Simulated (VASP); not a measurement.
# HfO2 (Fm-3m) in VASP: notebook

The runs below take HfO2 through single point, with PBE.

All numbers are computed with VASP 6.6.1; they aren't measurements. Logs are shortened: lines on timing, memory, paths and dates and some standing lists are left out, and cuts for length are marked.

## (1) The cell of the first run

Symmetry: Fm-3m, No. 225, cubic system. Conventional cell: a = 4.902 Å, b = 4.902 Å, c = 4.902 Å, α = 90.00°, β = 90.00°, γ = 90.00°. Hf (site symmetry m-3m) has 8 O at 2.12 Å within 2.8 Å. Within 2.8 Å of O (site symmetry -43m) lie 4 Hf at 2.12 Å and 6 O at 2.45 Å.

## (2) Single point, PBE

INCAR

```
SYSTEM = HfO2
ALGO = Normal
EDIFF = 1E-7
ENCUT = 520
GGA = PE
ISIF = 2
ISMEAR = 0
LASPH = .True.
LCHARG = .False.
LREAL = .False.
LWAVE = .False.
NBANDS = 18
NELM = 100
PREC = Accurate
SIGMA = 0.01
```

KPOINTS

```
k-points
0
Gamma
  6 6 6
  0 0 0
```

POSCAR

```
HfO2
1.0
    0.0000000000      2.4508112569      2.4508112569
    2.4508112569      0.0000000000      2.4508112569
    2.4508112569      2.4508112569      0.0000000000
Hf O
1 2
Direct
    0.0000000000      0.0000000000      0.0000000000
    0.2500000000      0.2500000000      0.2500000000
    0.7500000000      0.7500000000      0.7500000000
```

Potentials or basis: VASP PAW PBE potentials, release 64 (Hf_pv, O).

Command:

```
$ cat potpaw_PBE.64/Hf_pv/POTCAR potpaw_PBE.64/O/POTCAR > POTCAR
$ mpirun -np 1 vasp_std > vasp.out
```

OUTCAR:

```text
SYSTEM = HfO2
   EDIFF = 1E-7
   ENCUT = 520
   GGA = PE
   ISIF = 2
   ISMEAR = 0
   LASPH = .True.
   LREAL = .False.
   NELM = 100
   PREC = Accurate

 ion  position               nearest neighbor table
   1  0.000  0.000  0.000-   3 2.12   3 2.12   3 2.12   2 2.12   3 2.12   2 2.12   2 2.12   2 2.12

   2  0.250  0.250  0.250-   1 2.12   1 2.12   1 2.12   1 2.12
   3  0.750  0.750  0.750-   1 2.12   1 2.12   1 2.12   1 2.12

  LATTYP: Found a face centered cubic cell.
 ALAT       =     4.9016225138

  Lattice vectors:

 A1 = (   0.0000000000,   2.4508112569,   2.4508112569)
 A2 = (   2.4508112569,   0.0000000000,   2.4508112569)
 A3 = (   2.4508112569,   2.4508112569,   0.0000000000)

Analysis of symmetry for initial positions (statically):
=====================================================================
 Subroutine PRICEL returns:
 Original cell was already a primitive cell.

 Routine SETGRP: Setting up the symmetry group for a
 face centered cubic supercell.

 Subroutine GETGRP returns: Found 48 space group operations
 (whereof 48 operations were pure point group operations)
 out of a pool of 48 trial point group operations.

The static configuration has the point symmetry O_h .

Analysis of symmetry for dynamics (positions and initial velocities):
=====================================================================
 Subroutine PRICEL returns:
 Original cell was already a primitive cell.

 Routine SETGRP: Setting up the symmetry group for a
 face centered cubic supercell.

 Subroutine GETGRP returns: Found 48 space group operations
 (whereof 48 operations were pure point group operations)
 out of a pool of 48 trial point group operations.

The dynamic configuration has the point symmetry O_h .

 Subroutine INISYM returns: Found 48 space group operations
 (whereof 48 operations are pure point group operations),
 and found     1 'primitive' translations

----------------------------------------------------------------------------------------

                                     Primitive cell

  volume of cell :      29.4415

  direct lattice vectors                    reciprocal lattice vectors
     0.000000000  2.450811257  2.450811257    -0.204014078  0.204014078  0.204014078
[... 74 lines left out ...]
   LNONCOLLINEAR =      F non collinear calculations
   LSORBIT =      F    spin-orbit coupling
   LASPH  =      T    aspherical Exc in radial PAW
   ENCUT  =  520.0 eV  38.22 Ry    6.18 a.u.   6.44  6.44  6.44*2*pi/ulx,y,z
   NELM   =    100;   NELMIN=  2; NELMDL= -5     # of ELM steps
   EDIFF  = 0.1E-06   stopping-criterion for ELM
   LREAL  =      F    real-space projection
   EDIFFG = 0.1E-05   stopping-criterion for IOM
   NSW    =      0    number of steps for IOM
   IBRION =     -1    ionic relax: 0-MD 1-quasi-New 2-CG
   NFREE  =      0    steps in history (QN), initial steepest desc. (CG)
   ISIF   =      2    stress and relaxation
   ISYM   =      2    0-nonsym 1-usesym 2-fastsym
   POTIM  = 0.5000    time-step for ionic-motion
   TEBEG  =    0.0;   TEEND  =   0.0 temperature during run
   PSTRESS=    0.0 pullay stress
   NELECT =      22.0000    total number of electrons
   NUPDOWN=      -1.0000    fix difference up-down
   EMIN   =  10.00;   EMAX   =-10.00  energy-range for DOS
   EFERMI =   0.00;   METHOD = LEGACY
   ISMEAR =     0;   SIGMA  =   0.01  broadening in eV -4-tet -1-fermi 0-gaus
   EFERMI_NEDOS =   21; number of points for ismear=-14 and -15
   IALGO  =     38    algorithm
   IMIX   =      4    mixing-type and parameters
     AMIX     =   0.40;   BMIX     =  1.00
     AMIX_MAG =   1.60;   BMIX_MAG =  1.00
  volume/ion in A,a.u.               =       9.81        66.23
  Fermi-wavevector in a.u.,A,eV,Ry     =   1.485579  2.807338 30.027324  2.206946
  Thomas-Fermi vector in A             =   2.598973
   LORBIT       =      0    0 simple, 1 ext, 2 COOP (PROOUT), +10 PAW based schemes
   GGA     = PE    functional components
   LHFCALC =     F    Hartree Fock is set to
   AEXX    =    0.0000 exact exchange contribution
   IVDW    =     0    specifies the selected vdW correction
   LEPSILON=     F    determine dielectric tensor
   LRPA    =     F    only Hartree local field effects (RPA)
 non-spin polarized calculation
 Gauss-broadening in eV      SIGMA  =   0.01
  energy-cutoff  :      520.00
  volume of cell :       29.44
 maximum number of plane-waves:       821
 NGX is ok and might be reduce to    28
   NGX = 13   NGY = 13   NGZ = 13

 number of electron      22.0000009 magnetization

 Free energy of the ion-electron system (eV)
  ---------------------------------------------------
  ext. energy  EPLUGINS =         0.00000000
  ---------------------------------------------------
  free energy    TOTEN  =       -29.95011279 eV

  energy without entropy =      -29.95011279  energy(sigma->0) =      -29.95011279

 E-fermi :   5.2256     XC(G=0): -12.3909

 val. band max:        5.1839523208   @ k =   0.5000   0.5000   0.0000
 cond. band min:       9.2573918863   @ k =   0.5000   0.5000   0.0000
 fundamental gap:      4.0734395655
 Fermi energy:         5.2255857033

 k-point     1 :       0.0000    0.0000    0.0000
  band No.  band energies     occupation
      1     -24.0473      2.00000
      2     -24.0473      2.00000
      3     -24.0473      2.00000
      4     -14.2057      2.00000
      5     -10.6439      2.00000
      6      -0.8162      2.00000
[... 313 lines left out ...]
      5     -11.6048      2.00000
      6      -1.2713      2.00000
[... 10 lines left out ...]
     17      19.0949      0.00000
     18      19.2638      0.00000

------------------------ aborting loop because EDIFF is reached ----------------------------------------

  FORCE on cell =-STRESS in cart. coord.  units (eV):
  Direction    XX          YY          ZZ          XY          YZ          ZX
  --------------------------------------------------------------------------------------
  -------------------------------------------------------------------------------------
  Total        5.9307728      5.9307728      5.9307728      0.0000000      0.0000000     -0.0000000
  in kB      322.7470425    322.7470425    322.7470425      0.0000000      0.0000000     -0.0000000
  external PRESSURE =     322.7470425 kB  Pullay stress =       0.0000000 kB

 VOLUME and BASIS-vectors are now :
 -----------------------------------------------------------------------------
  energy-cutoff  :      520.00
  volume of cell :       29.44
      direct lattice vectors                 reciprocal lattice vectors
     0.000000000  2.450811257  2.450811257    -0.204014078  0.204014078  0.204014078
     2.450811257  0.000000000  2.450811257     0.204014078 -0.204014078  0.204014078
     2.450811257  2.450811257  0.000000000     0.204014078  0.204014078 -0.204014078

 POSITION                                       TOTAL-FORCE (eV/Angst)
 -----------------------------------------------------------------------------------
      0.00000      0.00000      0.00000         0.000000      0.000000     -0.000000
      1.22541      1.22541      1.22541         0.000000     -0.000000      0.000000
      3.67622      3.67622      3.67622        -0.000000     -0.000000     -0.000000
 -----------------------------------------------------------------------------------
    total drift:                                0.000000      0.000000      0.000000

  FREE ENERGIE OF THE ION-ELECTRON SYSTEM (eV)
  ---------------------------------------------------
  free  energy   TOTEN  =       -29.9501127893 eV

  energy  without entropy=      -29.9501127893  energy(sigma->0) =      -29.95011279
```

stdout:

```text
POSCAR found type information on POSCAR HfO
 POSCAR found :  2 types and       3 ions
 scaLAPACK will be used
 LDA part: xc-table for (Slater+PW92), standard interpolation
 POSCAR, INCAR and KPOINTS ok, starting setup
 FFT: planning ... GRIDC
 FFT: planning ... GRID_SOFT
 FFT: planning ... GRID
 WAVECAR not read
 entering main loop
```

Wall time 14 s (1 thread of Intel Xeon Platinum 8488C (Sapphire Rapids), shared host); peak memory 0.15 GiB.

Results:

| Property | Result |
| --- | --- |
| Free energy | -29.9501 eV |
| Pressure | 32.3 GPa |
| Band gap on the k mesh | 4.07 eV, direct |

Caveat: spin-orbit coupling is left out, which moves the levels of the heavy elements.

## (3) Single point, PBE

This run uses another cell than the first one, of 12.04 Å³/atom, 1.227 times its volume.

INCAR

```
PREC     = Accurate       # precision mode
ENCUT    = 520            # plane-wave cutoff, eV
EDIFF    = 1E-6           # SCF threshold, eV
ISMEAR   = 0              # smearing method
SIGMA    = 0.01           # smearing width, eV
LREAL    = F              # projectors in reciprocal space
LASPH    = T              # aspherical terms in the spheres
NELM     = 100            # most SCF steps
ALGO     = Normal         # electronic algorithm
ISIF     = 2              # what is computed and relaxed
LWAVE    = F              # write WAVECAR
LCHARG   = F              # write CHGCAR
GGA      = PE             # functional
NBANDS   = 18             # bands
```

KPOINTS

```
regular mesh
0
Gamma
  6 6 6
```

POSCAR

```
HfO2
1.0
    0.0000000000      2.6239580902      2.6239580902
    2.6239580902      0.0000000000      2.6239580902
    2.6239580902      2.6239580902      0.0000000000
Hf O
1 2
Direct
    0.0000000000      0.0000000000      0.0000000000
    0.2500000000      0.2500000000      0.2500000000
    0.7500000000      0.7500000000      0.7500000000
```

Potentials or basis: VASP PAW PBE potentials, release 64 (Hf_pv, O).

Command:

```
$ cat potpaw_PBE.64/Hf_pv/POTCAR potpaw_PBE.64/O/POTCAR > POTCAR
$ mpirun -np 1 vasp_std > vasp.out
```

Run time: 13 s. Hardware: 1 thread of Intel Xeon Platinum 8488C (Sapphire Rapids), shared host; peak memory 0.15 GiB.

It converged, with:

```
Free energy            : -30.0053 eV
Pressure               : -20.7 GPa
Band gap on the k mesh : 3.52 eV, direct
```

Levels at points of the mesh, in eV from the valence-band top:
```tsv
k point	band 7	band 8	band 9	band 10	band 11	band 12	band 13	band 14	band 15	band 16
(0.00, 0.00, 0.00)	-4.74	-4.74	-0.56	-0.56	-0.56	3.61	3.61	5.02	9.17	9.17
(0.50, 0.00, 0.00)	-3.80	-2.89	-2.50	-1.70	-1.70	4.21	4.21	6.05	8.30	8.30
(0.50, 0.50, 0.00)	-3.21	-3.21	-1.36	-1.36	0.00	3.52	4.95	5.73	7.26	7.26
```

Caveat: spin-orbit coupling is left out, which moves the levels of the heavy elements. A k mesh can miss the band edges.

## (4) Single point, PBE

This run uses another cell than the first one, of 12.49 Å³/atom, 1.273 times its volume.

INCAR

```
ALGO = Normal
EDIFF = 1E-6
ENCUT = 520
GGA = PE
ISIF = 2
ISMEAR = 0
LASPH = True
LCHARG = True
LELF = True
LREAL = False
LVHAR = True
LWAVE = False
NBANDS = 18
NELM = 60
PREC = Accurate
SIGMA = 0.01
```

KPOINTS

```
k-points
0
Gamma
  6 6 6
```

POSCAR

```
HfO2
1.0
    0.0000000000      2.6559607331      2.6559607331
    2.6559607331      0.0000000000      2.6559607331
    2.6559607331      2.6559607331      0.0000000000
Hf O
1 2
Direct
    0.0000000000      0.0000000000      0.0000000000
    0.2500000000      0.2500000000      0.2500000000
    0.7500000000      0.7500000000      0.7500000000
```

Command:

```
$ cat potpaw_PBE.64/Hf_pv/POTCAR potpaw_PBE.64/O/POTCAR > POTCAR
$ mpirun -np 1 vasp_std > vasp.out
```

It took 14 s on 1 thread of Intel Xeon Platinum 8488C (Sapphire Rapids), shared host; peak memory 0.15 GiB.

Results (log left out):

```yaml
Free_energy: -29.8112 eV
Pressure: -26.0 GPa
Band_gap_on_the_k_mesh: 3.41 eV, direct
```

Levels at points of the mesh, in eV from the valence-band top:
```tsv
k point	band 7	band 8	band 9	band 10	band 11	band 12	band 13	band 14	band 15	band 16
(0.00, 0.00, 0.00)	-4.55	-4.55	-0.54	-0.54	-0.54	3.51	3.51	4.74	8.76	8.76
(0.50, 0.00, 0.00)	-3.64	-2.83	-2.42	-1.66	-1.66	4.07	4.07	5.74	7.94	7.94
(0.50, 0.50, 0.00)	-3.12	-3.12	-1.31	-1.31	0.00	3.41	4.76	5.43	6.96	6.96
```

Caveat: spin-orbit coupling is left out, which moves the levels of the heavy elements. A k mesh can miss the band edges.

## (5) Summary

| cell | gap on the mesh (eV) | pressure (GPa) |
| --- | --- | --- |
| a = 3.466 Å, angles 60.0°, 3 atoms | 4.07 | 32.3 |
| a = 3.711 Å, angles 60.0°, 3 atoms | 3.52 | -20.7 |
| a = 3.756 Å, angles 60.0°, 3 atoms | 3.41 | -26.0 |

Alike in all rows: task single point; level PBE; potentials or basis VASP PAW PBE potentials, release 64 (Hf_pv, O); no spin polarisation; k mesh 6 × 6 × 6; cutoff (eV) 520; smearing gaussian 0.01 eV.

Caveats: spin-orbit coupling is left out, which moves the levels of the heavy elements.

Total energies depend on the potentials used, so only differences within one code and one set of settings carry meaning.
